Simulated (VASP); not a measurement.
Runs of VASP 6.6.1 on ZnS. The structure is that of space group F-43m (No. 216), or close to it. The cells are those of the table. 

```tsv
cell	k mesh	cutoff (eV)	mended	gap on the mesh (eV)	pressure (GPa)
a = 3.733 Å, angles 60.0°, 2 atoms	8 × 8 × 8	520	-	(c)	(b)
a = 3.848 Å, angles 60.0°, 2 atoms	8 × 8 × 8	520	-	2.58	-2.1
a = 3.772 Å, angles 60.0°, 2 atoms	8 × 8 × 8	520	-	2.86	2.6
a = 3.885 Å, angles 60.0°, 2 atoms	8 × 8 × 8	520	-	(a)	-4.0
a = 3.811 Å, angles 60.0°, 2 atoms	8 × 8 × 8	520	-	2.71	0.0
a = 3.811 Å, angles 60.0°, 2 atoms	10 × 10 × 10	550	yes	2.71	0.0
```

Alike in all rows: task single point; level r2SCAN; potentials or basis VASP PAW PBE potentials, release 64 (Zn, S); no spin polarisation; smearing gaussian 0.02 eV.

Question: Estimate the missing entries.

Answer: (a) 2.44; (b) 5.6; (c) 3.01.

Caveats: the PAW data sets were made with another functional, which shifts forces and pressure a little; the cell stands under pressure (at least some runs); the cell stands under tension (at least some runs).

